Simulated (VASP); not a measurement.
# Fe (Im-3m) in VASP: single point with PBE

Aim: the single point of Fe with PBE.

All numbers are computed with VASP 6.6.1; they aren't measurements. Logs are shortened: lines on timing, memory, paths and dates and some standing lists are left out, and cuts for length are marked.

**1. The cell of the first run**

It takes space group Im-3m (No. 229, cubic). The conventional cell has a = 2.887 Å, b = 2.887 Å, c = 2.887 Å, α = 90.00°, β = 90.00°, γ = 90.00°. Within 3.3 Å of Fe (site symmetry m-3m) lie 14 Fe at 2.50 to 2.89 Å.

**2. Single point, PBE, non-collinear spin, typed start, spin-orbit coupling**

File INCAR:

```
SYSTEM = Fe
PREC = Accurate
ENCUT = 600
EDIFF = 1E-6
ISMEAR = 0
SIGMA = 0.1
LREAL = .False.
LASPH = .True.
NELM = 200
ALGO = Normal
ISIF = 2
LWAVE = .False.
LCHARG = .True.
MAGMOM = 0 0 2.2
LORBIT = 11
LSORBIT = .True.
GGA_COMPAT = .False.
LORBMOM = .True.
LMAXMIX = 4
GGA = PE
LVHAR = .True.
NBANDS = 19
```

File KPOINTS:

```
regular mesh
0
Gamma
  5 5 5
  0 0 0
```

File POSCAR:

```
Fe
1.0
   -1.4435000000      1.4435000000      1.4435000000
    1.4435000000     -1.4435000000      1.4435000000
    1.4435000000      1.4435000000     -1.4435000000
Fe
1
Direct
    0.0000000000      0.0000000000      0.0000000000
```

Potentials or basis: VASP PAW PBE potentials, release 64 (Fe).

Run with:

```sh
cat potpaw_PBE.64/Fe/POTCAR > POTCAR
mpirun -np 1 vasp_ncl > vasp.out
```

OUTCAR:

```text
SYSTEM = Fe
   PREC = Accurate
   ENCUT = 600
   EDIFF = 1E-6
   ISMEAR = 0
   LREAL = .False.
   LASPH = .True.
   NELM = 200
   ISIF = 2
   LORBIT = 11
   LSORBIT = .True.
   GGA = PE

 ion  position               nearest neighbor table
   1  0.000  0.000  0.000-

  LATTYP: Found a body centered cubic cell.
 ALAT       =     2.8870000000

  Lattice vectors:

 A1 = (  -1.4435000000,   1.4435000000,   1.4435000000)
 A2 = (   1.4435000000,  -1.4435000000,   1.4435000000)
 A3 = (   1.4435000000,   1.4435000000,  -1.4435000000)

Analysis of symmetry for initial positions (statically):
=====================================================================
 Subroutine PRICEL returns:
 Original cell was already a primitive cell.

 Routine SETGRP: Setting up the symmetry group for a
 body centered cubic supercell.

 Subroutine GETGRP returns: Found 48 space group operations
 (whereof 48 operations were pure point group operations)
 out of a pool of 48 trial point group operations.

The static configuration has the point symmetry O_h .

Analysis of symmetry for dynamics (positions and initial velocities):
=====================================================================
 Subroutine PRICEL returns:
 Original cell was already a primitive cell.

 Routine SETGRP: Setting up the symmetry group for a
 body centered cubic supercell.

 Subroutine GETGRP returns: Found 48 space group operations
 (whereof 48 operations were pure point group operations)
 out of a pool of 48 trial point group operations.

The dynamic configuration has the point symmetry O_h .

Analysis of structural, dynamic, and magnetic symmetry:
=====================================================================
 Subroutine PRICEL returns:
 Original cell was already a primitive cell.

 Routine SETGRP: Setting up the symmetry group for a
 body centered cubic supercell.

 Subroutine GETGRP returns: Found  8 space group operations
 (whereof  8 operations were pure point group operations)
 out of a pool of 48 trial point group operations.

The overall configuration has the point symmetry C_4h.

 Subroutine INISYM returns: Found  8 space group operations
 (whereof  8 operations are pure point group operations),
 and found     1 'primitive' translations

----------------------------------------------------------------------------------------

                                     Primitive cell

  volume of cell :      12.0312

  direct lattice vectors                    reciprocal lattice vectors
    -1.443500000  1.443500000  1.443500000     0.000000000  0.346380326  0.346380326
     1.443500000 -1.443500000  1.443500000     0.346380326  0.000000000  0.346380326
     1.443500000  1.443500000 -1.443500000     0.346380326  0.346380326  0.000000000

  length of vectors
     2.500215341  2.500215341  2.500215341     0.489855754  0.489855754  0.489855754

  position of ions in fractional coordinates (direct lattice)
     0.000000000  0.000000000  0.000000000

  ion indices of the primitive-cell ions
   primitive index   ion index
                 1           1

----------------------------------------------------------------------------------------

 KPOINTS: regular mesh

Automatic generation of k-mesh.
 Grid dimensions read from file:
 generate k-points for:    5    5    5

 Generating k-lattice:

  Cartesian coordinates                     Fractional coordinates (reciprocal lattice)
     0.000000000  0.069276065  0.069276065     0.200000000  0.000000000  0.000000000
     0.069276065  0.000000000  0.069276065     0.000000000  0.200000000  0.000000000
     0.069276065  0.069276065  0.000000000     0.000000000  0.000000000  0.200000000

  Length of vectors
     0.097971151  0.097971151  0.097971151

  Shift w.r.t. Gamma in fractional coordinates (k-lattice)
     0.000000000  0.000000000  0.000000000

 Subroutine IBZKPT returns following result:
 ===========================================

 Found     21 irreducible k-points:

[... 40 lines left out ...]
   NELM   =    200;   NELMIN=  2; NELMDL= -5     # of ELM steps
   EDIFF  = 0.1E-05   stopping-criterion for ELM
   LREAL  =      F    real-space projection
   EDIFFG = 0.1E-04   stopping-criterion for IOM
   NSW    =      0    number of steps for IOM
   IBRION =     -1    ionic relax: 0-MD 1-quasi-New 2-CG
   NFREE  =      0    steps in history (QN), initial steepest desc. (CG)
   ISIF   =      2    stress and relaxation
   ISYM   =      2    0-nonsym 1-usesym 2-fastsym
   POTIM  = 0.5000    time-step for ionic-motion
   TEBEG  =    0.0;   TEEND  =   0.0 temperature during run
   PSTRESS=    0.0 pullay stress
   NELECT =       8.0000    total number of electrons
   NUPDOWN=      -1.0000    fix difference up-down
   EMIN   =  10.00;   EMAX   =-10.00  energy-range for DOS
   EFERMI =   0.00;   METHOD = LEGACY
   ISMEAR =     0;   SIGMA  =   0.10  broadening in eV -4-tet -1-fermi 0-gaus
   EFERMI_NEDOS =   21; number of points for ismear=-14 and -15
   IALGO  =     38    algorithm
   IMIX   =      4    mixing-type and parameters
     AMIX     =   0.40;   BMIX     =  1.00
     AMIX_MAG =   1.60;   BMIX_MAG =  1.00
  volume/ion in A,a.u.               =      12.03        81.19
  Fermi-wavevector in a.u.,A,eV,Ry     =   1.428898  2.700227 27.779707  2.041751
  Thomas-Fermi vector in A             =   2.548910
   LORBIT       =     11    0 simple, 1 ext, 2 COOP (PROOUT), +10 PAW based schemes
   GGA     = PE    functional components
   LHFCALC =     F    Hartree Fock is set to
   AEXX    =    0.0000 exact exchange contribution
   IVDW    =     0    specifies the selected vdW correction
   LEPSILON=     F    determine dielectric tensor
   LRPA    =     F    only Hartree local field effects (RPA)
 Gauss-broadening in eV      SIGMA  =   0.10
  energy-cutoff  :      600.00
  volume of cell :       12.03
 maximum number of plane-waves:       826
   NGX =  9   NGY =  9   NGZ =  9

 number of electron       8.0000000 magnetization       0.0000000      0.0000000      2.2000000

 number of electron       7.9999995 magnetization      -0.0000000     -0.0000000      2.1409144

 number of electron       7.9999995 magnetization      -0.0000000      0.0000000      2.1394440

 Free energy of the ion-electron system (eV)
  ---------------------------------------------------
  ext. energy  EPLUGINS =         0.00000000
  ---------------------------------------------------
  free energy    TOTEN  =        -8.17388888 eV

  energy without entropy =       -8.16446030  energy(sigma->0) =       -8.16917459

 E-fermi :   5.1591     XC(G=0): -12.8053

 val. band max:        5.1508700930   @ k =   0.2000  -0.4000   0.4000
 cond. band min:       5.2619316704   @ k =   0.4000   0.0000   0.0000
 fundamental gap:      0.1110615774
 Fermi energy:         5.1590702946

 k-point     1 :       0.0000    0.0000    0.0000
  band No.  band energies     occupation
      1      -2.8750      1.00000
      2      -2.6701      1.00000
      3       3.0399      1.00000
      4       3.0662      1.00000
      5       3.0983      1.00000
      6       4.0791      1.00000
[... 439 lines left out ...]
      6       4.7772      1.00000
[... 11 lines left out ...]
     18      21.5273      0.00000
     19      22.1696      0.00000

------------------------ aborting loop because EDIFF is reached ----------------------------------------

  FORCE on cell =-STRESS in cart. coord.  units (eV):
  Direction    XX          YY          ZZ          XY          YZ          ZX
  --------------------------------------------------------------------------------------
  -------------------------------------------------------------------------------------
  Total       -0.8565004     -0.8565004     -0.8509928     -0.0000001      0.0000000      0.0000000
  in kB     -114.0585322   -114.0585322   -113.3251046     -0.0000102      0.0000000      0.0000000
  external PRESSURE =    -113.8140563 kB  Pullay stress =       0.0000000 kB

 VOLUME and BASIS-vectors are now :
 -----------------------------------------------------------------------------
  energy-cutoff  :      600.00
  volume of cell :       12.03
      direct lattice vectors                 reciprocal lattice vectors
    -1.443500000  1.443500000  1.443500000     0.000000000  0.346380326  0.346380326
     1.443500000 -1.443500000  1.443500000     0.346380326  0.000000000  0.346380326
     1.443500000  1.443500000 -1.443500000     0.346380326  0.346380326  0.000000000

 POSITION                                       TOTAL-FORCE (eV/Angst)
 -----------------------------------------------------------------------------------
      0.00000      0.00000      0.00000        -0.000000     -0.000000      0.000000
 -----------------------------------------------------------------------------------
    total drift:                                0.000000     -0.000000     -0.000000

  FREE ENERGIE OF THE ION-ELECTRON SYSTEM (eV)
  ---------------------------------------------------
  free  energy   TOTEN  =        -8.1738888814 eV

  energy  without entropy=       -8.1644602966  energy(sigma->0) =       -8.16917459

 orbital moment (x)

 # of ion     p       d       tot
 ----------------------------------------
  1        -0.000   0.000   0.000
 ----------------------------------------
           -0.000   0.000   0.000

 orbital moment (y)

 # of ion     p       d       tot
 ----------------------------------------
  1        -0.000   0.000   0.000
 ----------------------------------------
           -0.000   0.000   0.000

 orbital moment (z)

 # of ion     p       d       tot
 ----------------------------------------
  1         0.000   0.051   0.051
 ----------------------------------------
            0.000   0.051   0.051

 Spin-Orbit-Coupling matrix elements

 Ion:    1  E_soc:     -0.0132878
 l=   1
     0.0000000    -0.0003248    -0.0002973
    -0.0003248     0.0000000    -0.0003248
    -0.0002973    -0.0003248     0.0000000
 l=   2
     0.0000000    -0.0004938     0.0000000    -0.0004938    -0.0013277
    -0.0004938     0.0000000    -0.0010850    -0.0004824    -0.0003646
     0.0000000    -0.0010850     0.0000000    -0.0010850     0.0000000
    -0.0004938    -0.0004824    -0.0010850     0.0000000    -0.0003646
    -0.0013277    -0.0003646     0.0000000    -0.0003646     0.0000000
 l=   3
     0.0000000     0.0000000     0.0000000     0.0000000     0.0000000     0.0000000     0.0000000
     0.0000000     0.0000000     0.0000000     0.0000000     0.0000000     0.0000000     0.0000000
     0.0000000     0.0000000     0.0000000     0.0000000     0.0000000     0.0000000     0.0000000
     0.0000000     0.0000000     0.0000000     0.0000000     0.0000000     0.0000000     0.0000000
     0.0000000     0.0000000     0.0000000     0.0000000     0.0000000     0.0000000     0.0000000
     0.0000000     0.0000000     0.0000000     0.0000000     0.0000000     0.0000000     0.0000000
     0.0000000     0.0000000     0.0000000     0.0000000     0.0000000     0.0000000     0.0000000

 total charge

# of ion       s       p       d       tot
------------------------------------------
    1        0.463   0.503   6.186   7.152

 magnetization (x)

# of ion       s       p       d       tot
------------------------------------------
    1        0.000   0.000   0.000   0.000

 magnetization (y)

# of ion       s       p       d       tot
------------------------------------------
    1        0.000   0.000   0.000   0.000

 magnetization (z)

# of ion       s       p       d       tot
------------------------------------------
    1       -0.012  -0.043   2.195   2.139
```

Run time: 1.8 min. Hardware: 1 thread of Intel Xeon 8259CL, shared host; peak memory 0.17 GiB.

Results:

| Property | Result |
| --- | --- |
| Free energy | -8.1739 eV |
| Pressure | -11.4 GPa |
| Net moment | 2.14 μB per cell |
| Valence electrons inside the program's atomic spheres | Fe 7.15 |

Moments on the atoms (μB; x, y, z):
```
Fe  0.00 0.00 2.14
```

Caveat: the k points lie up to 0.62 Å⁻¹ apart.
